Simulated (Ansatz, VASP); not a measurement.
**Ir in VASP and in Ansatz**

The input POSCAR:

```
Ir
1.0
    0.0000000000      1.9026635059      1.9026635059
    1.9026635059      0.0000000000      1.9026635059
    1.9026635059      1.9026635059      0.0000000000
Ir
1
Direct
    0.0000000000      0.0000000000      0.0000000000
```

The input INCAR.step1:

```
SYSTEM = Ir
PREC = Accurate ; ENCUT = 520
ISMEAR = 0 ; SIGMA = 0.1
LREAL = .FALSE. ; LASPH = .TRUE.
NELM = 60 ; NBANDS = 10
GGA = PE ; ALGO = Normal
EDIFF = 1E-4 ; LWAVE = .TRUE.
LCHARG = .FALSE.
```

INCAR.step2

```
SYSTEM = Ir
PREC = Accurate ; ENCUT = 520
EDIFF = 1E-7 ; ISMEAR = 0
SIGMA = 0.1 ; LREAL = .FALSE.
LASPH = .TRUE. ; NELM = 60
ALGO = Normal ; ISIF = 2
LWAVE = .FALSE. ; LCHARG = .FALSE.
METAGGA = R2SCAN ; LMIXTAU = .TRUE.
NBANDS = 10 ; ISTART = 1
```

File KPOINTS:

```
Automatic mesh
0
G
  18 18 18
  0 0 0
```

Input for Ansatz:

```yaml
crystal:
  lattice:
    - [0.0, 1.9026635057, 1.9026635057]
    - [1.9026635057, 0.0, 1.9026635057]
    - [1.9026635057, 1.9026635057, 0.0]
  atoms:
    - { symbol: Ir, position: [0.0, 0.0, 0.0] }
basis:
  ecutwfc: 500
kpoints:
  mp_grid: { grid: [18, 18, 18] }
hamiltonian:
  xc: r2scan
scf:
  occupations: { method: gaussian, width: 0.1 }
output:
  forces: true
  stress: true
  eigenvalues: true
```

Alike in both runs: task single point; functional r2SCAN; k mesh 18 × 18 × 18; occupations gaussian, width 0.1 eV; no spin polarisation.

|  | VASP | Ansatz |
| --- | --- | --- |
| version | VASP 6.6.1 | Ansatz 0.2.0 |
| potentials or method | VASP PAW PBE potentials, release 64 (Ir), cutoff 520 eV | scalar-relativistic, plane waves, PAW |
| valence electrons in the cell | 9 | 17 |

```tsv
	VASP	Ansatz	Ansatz less VASP
gap on the k mesh at the Fermi level (eV)	none	none	-
pressure (GPa)	15.4	12.4	-2.94
```

VASP's potentials were made for PBE, not for r2SCAN. A gap of «none» marks a metal or a gap that the smearing closes. The functional is the same, so the differences come from potentials, cutoffs and numerics. VASP's potentials hold 9 valence electrons a cell and Ansatz's 17, so a difference there can come from the potentials and not from the codes.

Spin-orbit coupling is off throughout.
